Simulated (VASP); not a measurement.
# In (I4/mmm) in VASP: a series of runs

In is run at these levels: PBEsol; tasks: single point.

All numbers are computed with VASP 6.6.1; they aren't measurements. Logs are shortened: lines on timing, memory, paths and dates and some standing lists are left out, and cuts for length are marked.

### Step 1. The cell of the first run

Symmetry: I4/mmm, No. 139, tetragonal system. Conventional cell: a = 3.213 Å, b = 3.213 Å, c = 4.952 Å, α = 90.00°, β = 90.00°, γ = 90.00°. In (site symmetry 4/mmm) has 12 In at 3.21 to 3.36 Å within 4.2 Å.

### Step 2. Single point, PBEsol

Contents of INCAR:

```
SYSTEM = In
PREC = Accurate
ENCUT = 520
EDIFF = 1E-7
ISMEAR = -1
SIGMA = 0.08
LREAL = .FALSE.
LASPH = .TRUE.
NELM = 100
ALGO = Normal
ISIF = 2
LWAVE = .FALSE.
LCHARG = .FALSE.
GGA = PS
NBANDS = 12
```

Contents of KPOINTS:

```
regular mesh
0
G
  26 26 26
  0 0 0
```

Contents of POSCAR:

```
In
1.0
   -1.6063015143      1.6063015143      2.4757616745
    1.6063015143     -1.6063015143      2.4757616745
    1.6063015143      1.6063015143     -2.4757616745
In
1
Direct
    0.0000000000      0.0000000000      0.0000000000
```

Potentials or basis: VASP PAW PBE potentials, release 64 (In_d).

Started as:

```sh
cat potpaw_PBE.64/In_d/POTCAR > POTCAR
mpirun -np 1 vasp_std > vasp.out
```

OUTCAR:

```text
SYSTEM = In
   PREC = Accurate
   ENCUT = 520
   EDIFF = 1E-7
   ISMEAR = -1
   LREAL = .FALSE.
   LASPH = .TRUE.
   NELM = 100
   ISIF = 2
   GGA = PS

 ion  position               nearest neighbor table
   1  0.000  0.000  0.000-

  LATTYP: Found a body centered tetragonal cell.
 ALAT       =     3.2126030286
 C/A-ratio  =     1.5412807947

  Lattice vectors:

 A1 = (  -1.6063015143,   1.6063015143,   2.4757616745)
 A2 = (   1.6063015143,  -1.6063015143,   2.4757616745)
 A3 = (   1.6063015143,   1.6063015143,  -2.4757616745)

Analysis of symmetry for initial positions (statically):
=====================================================================
 Subroutine PRICEL returns:
 Original cell was already a primitive cell.

 Routine SETGRP: Setting up the symmetry group for a
 body centered tetragonal supercell.

 Subroutine GETGRP returns: Found 16 space group operations
 (whereof 16 operations were pure point group operations)
 out of a pool of 16 trial point group operations.

The static configuration has the point symmetry D_4h.

Analysis of symmetry for dynamics (positions and initial velocities):
=====================================================================
 Subroutine PRICEL returns:
 Original cell was already a primitive cell.

 Routine SETGRP: Setting up the symmetry group for a
 body centered tetragonal supercell.

 Subroutine GETGRP returns: Found 16 space group operations
 (whereof 16 operations were pure point group operations)
 out of a pool of 16 trial point group operations.

The dynamic configuration has the point symmetry D_4h.

 Subroutine INISYM returns: Found 16 space group operations
 (whereof 16 operations are pure point group operations),
 and found     1 'primitive' translations

----------------------------------------------------------------------------------------

                                     Primitive cell

  volume of cell :      25.5519

  direct lattice vectors                    reciprocal lattice vectors
    -1.606301514  1.606301514  2.475761675     0.000000000  0.311274064  0.201958050
     1.606301514 -1.606301514  2.475761675     0.311274064  0.000000000  0.201958050
     1.606301514  1.606301514 -2.475761675     0.311274064  0.311274064  0.000000000

  length of vectors
     3.360030503  3.360030503  3.360030503     0.371050666  0.371050666  0.440208003

  position of ions in fractional coordinates (direct lattice)
     0.000000000  0.000000000  0.000000000

  ion indices of the primitive-cell ions
   primitive index   ion index
                 1           1
[... 75 lines left out ...]
   NSW    =      0    number of steps for IOM
   IBRION =     -1    ionic relax: 0-MD 1-quasi-New 2-CG
   NFREE  =      0    steps in history (QN), initial steepest desc. (CG)
   ISIF   =      2    stress and relaxation
   ISYM   =      2    0-nonsym 1-usesym 2-fastsym
   POTIM  = 0.5000    time-step for ionic-motion
   TEBEG  =    0.0;   TEEND  =   0.0 temperature during run
   PSTRESS=    0.0 pullay stress
   NELECT =      13.0000    total number of electrons
   NUPDOWN=      -1.0000    fix difference up-down
   EMIN   =  10.00;   EMAX   =-10.00  energy-range for DOS
   EFERMI =   0.00;   METHOD = LEGACY
   ISMEAR =    -1;   SIGMA  =   0.08  broadening in eV -4-tet -1-fermi 0-gaus
   EFERMI_NEDOS =   21; number of points for ismear=-14 and -15
   IALGO  =     38    algorithm
   IMIX   =      4    mixing-type and parameters
     AMIX     =   0.40;   BMIX     =  1.00
     AMIX_MAG =   1.60;   BMIX_MAG =  1.00
  volume/ion in A,a.u.               =      25.55       172.43
  Fermi-wavevector in a.u.,A,eV,Ry     =   1.306918  2.469717 23.239217  1.708034
  Thomas-Fermi vector in A             =   2.437688
   LORBIT       =      0    0 simple, 1 ext, 2 COOP (PROOUT), +10 PAW based schemes
   GGA     = PS    functional components
   LHFCALC =     F    Hartree Fock is set to
   AEXX    =    0.0000 exact exchange contribution
   IVDW    =     0    specifies the selected vdW correction
   LEPSILON=     F    determine dielectric tensor
   LRPA    =     F    only Hartree local field effects (RPA)
 non-spin polarized calculation
  energy-cutoff  :      520.00
  volume of cell :       25.55
 maximum number of plane-waves:       702
 NGX is ok and might be reduce to    28
   NGX = 13   NGY = 13   NGZ = 13

 number of electron      13.0000003 magnetization

 Free energy of the ion-electron system (eV)
  ---------------------------------------------------
  ext. energy  EPLUGINS =         0.00000000
  ---------------------------------------------------
  free energy    TOTEN  =        -2.98906886 eV

  energy without entropy =       -2.98000227  energy(sigma->0) =       -2.98453556

 E-fermi :   7.6233     XC(G=0): -10.5180

 val. band max:        7.6221800390   @ k =  -0.1923   0.3462   0.1154
 cond. band min:       7.6242228182   @ k =  -0.3462  -0.4615   0.2308
 fundamental gap:      0.0020427792
 Fermi energy:         7.6232843861

 k-point     1 :       0.0000    0.0000    0.0000
  band No.  band energies     occupation
      1      -7.0360      2.00000
      2      -6.9011      2.00000
      3      -6.9011      2.00000
      4      -6.8308      2.00000
      5      -6.7001      2.00000
      6      -2.1054      2.00000
      7      18.3544      0.00000
      8      18.3544      0.00000
      9      18.5581      0.00000
     10      19.2833      0.00000
     11      21.7972      0.00000
     12      21.9310      0.00000
[... 331 lines left out ...]
 k-point    24 :       0.3846    0.0385    0.0000
  band No.  band energies     occupation
      1      -7.0113      2.00000
      2      -6.9807      2.00000
      3      -6.8733      2.00000
      4      -6.6403      2.00000
      5      -6.6135      2.00000
      6       1.5313      2.00000
      7       6.4376      2.00000
      8      15.3324      0.00000
      9      16.6422      0.00000
     10      18.7653      0.00000
     11      19.1927      0.00000
     12      21.4769      0.00000

 [... further k-points ...]
[... 5 lines left out ...]
  --------------------------------------------------------------------------------------
  -------------------------------------------------------------------------------------
  Total       -0.0037085     -0.0037085     -0.0058832      0.0000000      0.0000000      0.0000000
  in kB       -0.2325366     -0.2325366     -0.3688960      0.0000000      0.0000000      0.0000000
  external PRESSURE =      -0.2779898 kB  Pullay stress =       0.0000000 kB

 VOLUME and BASIS-vectors are now :
 -----------------------------------------------------------------------------
  energy-cutoff  :      520.00
  volume of cell :       25.55
      direct lattice vectors                 reciprocal lattice vectors
    -1.606301514  1.606301514  2.475761675     0.000000000  0.311274064  0.201958050
     1.606301514 -1.606301514  2.475761675     0.311274064  0.000000000  0.201958050
     1.606301514  1.606301514 -2.475761675     0.311274064  0.311274064  0.000000000

 POSITION                                       TOTAL-FORCE (eV/Angst)
 -----------------------------------------------------------------------------------
      0.00000      0.00000      0.00000        -0.000000      0.000000      0.000000
 -----------------------------------------------------------------------------------
    total drift:                               -0.000000     -0.000000     -0.000000

  FREE ENERGIE OF THE ION-ELECTRON SYSTEM (eV)
  ---------------------------------------------------
  free  energy   TOTEN  =        -2.9890688566 eV

  energy  without entropy=       -2.9800022729  energy(sigma->0) =       -2.98453556
```

It took 2.9 min on 1 thread of Intel Xeon 6975P-C (Granite Rapids), shared host; peak memory 0.49 GiB.

What came out:

| Property | Result |
| --- | --- |
| Free energy | -2.9891 eV |
| Pressure | 0.0 GPa |

Levels at points of the mesh, in eV from the Fermi level:
```tsv
k point	band 3	band 4	band 5	band 6	band 7	band 8	band 9	band 10
(0.00, 0.00, 0.00)	-14.52	-14.45	-14.32	-9.73	10.73	10.73	10.93	11.66
(0.50, 0.00, 0.00)	-14.51	-14.24	-14.20	-4.33	-3.49	7.48	9.45	11.24
(0.50, 0.50, 0.00)	-14.24	-14.23	-14.12	-1.99	-1.53	3.47	3.97	7.08
(0.50, 0.50, 0.50)	-14.22	-14.19	-14.19	-3.07	-2.84	4.90	4.90	8.42
```

Caveat: the PAW data sets were made with another functional, which shifts forces and pressure a little; spin-orbit coupling is left out, which moves the levels of the heavy elements.

### Step 3. Single point, PBEsol

Contents of INCAR:

```
  ALGO = Normal
  EDIFF = 1E-6
  ENCUT = 520
  GGA = PS
  ISIF = 2
  ISMEAR = -1
  LASPH = T
  LCHARG = F
  LREAL = F
  LWAVE = F
  NBANDS = 12
  NELM = 100
  PREC = Accurate
  SIGMA = 0.08
```

Contents of KPOINTS:

```
k-points
0
Gamma
  26 26 26
```

Contents of POSCAR:

```
In
1.0
   -1.6062698318      1.6062698318      2.4758524798
    1.6062698318     -1.6062698318      2.4758524798
    1.6062698318      1.6062698318     -2.4758524798
In
1
Direct
    0.0000000000      0.0000000000      0.0000000000
```

Potentials or basis: VASP PAW PBE potentials, release 64 (In_d).

Started as:

```sh
cat potpaw_PBE.64/In_d/POTCAR > POTCAR
mpirun -np 1 vasp_std > vasp.out
```

Run time: 2.7 min. Hardware: 1 thread of Intel Xeon 6975P-C (Granite Rapids), shared host; peak memory 0.48 GiB.

It converged, with:

- Free energy: -2.9891 eV
- Pressure: 0.0 GPa

Levels at points of the mesh, in eV from the Fermi level:
```
           k point  band 4  band 5  band 6  band 7  band 8  band 9
(0.00, 0.00, 0.00)  -14.45  -14.32   -9.73   10.73   10.73   10.93
(0.50, 0.00, 0.00)  -14.24  -14.20   -4.33   -3.49    7.48    9.45
(0.50, 0.50, 0.00)  -14.23  -14.12   -1.99   -1.53    3.47    3.97
(0.50, 0.50, 0.50)  -14.19  -14.19   -3.07   -2.84    4.90    4.90
```

Caveat: the PAW data sets were made with another functional, which shifts forces and pressure a little; spin-orbit coupling is left out, which moves the levels of the heavy elements.
